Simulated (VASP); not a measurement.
# Hf: single point with LDA

The system is Hf.

```
CELL_PARAMETERS angstrom
0.00000 2.26440 2.22000
2.26440 0.00000 2.22000
2.26440 2.26440 0.00000
ATOMIC_POSITIONS crystal
Hf 0.00000 0.00000 0.00000
```

This cell differs from its parent crystal: equal xx and yy strain of +2 %.

```
Program                : VASP 6.6.1
Task                   : single point
Functional             : LDA
Potentials or basis    : VASP PAW LDA potentials, release 64 (Hf_pv)
Cutoff                 : 520 eV
k mesh                 : 13 × 13 × 13
Occupations            : fermi-dirac, width 0.03 eV
Spin                   : no spin polarisation
Dipole correction      : no
Further INCAR settings : ALGO = Normal; EDIFF = 1e-06; NBANDS = 11
```

```json
{
  "Pressure": "-9.2 GPa",
  "Band gap on the k mesh": "zero (band 5 reaches 5.74 eV, above the bottom of band 6 at 3.91 eV)"
}
```

Stress tensor (GPa, compression positive):
```
-9.31  0.00  0.00
 0.00 -9.31  0.00
 0.00  0.00 -8.84
```

Levels at points of the mesh, in eV from the Fermi level:
```tsv
k point	band 3	band 4	band 5	band 6	band 7	band 8
(0.00, 0.00, 0.00)	-29.92	-7.08	1.26	1.26	1.48	3.85
```

It took 11 s on 1 thread of Intel(R) Xeon(R) 6975P-C (Granite Rapids) (shared host), peak memory 0.16 GiB.

Caveat: the cell differs from its parent crystal (equal xx and yy strain of +2 %); spin-orbit coupling is left out, which moves the levels of the heavy elements.
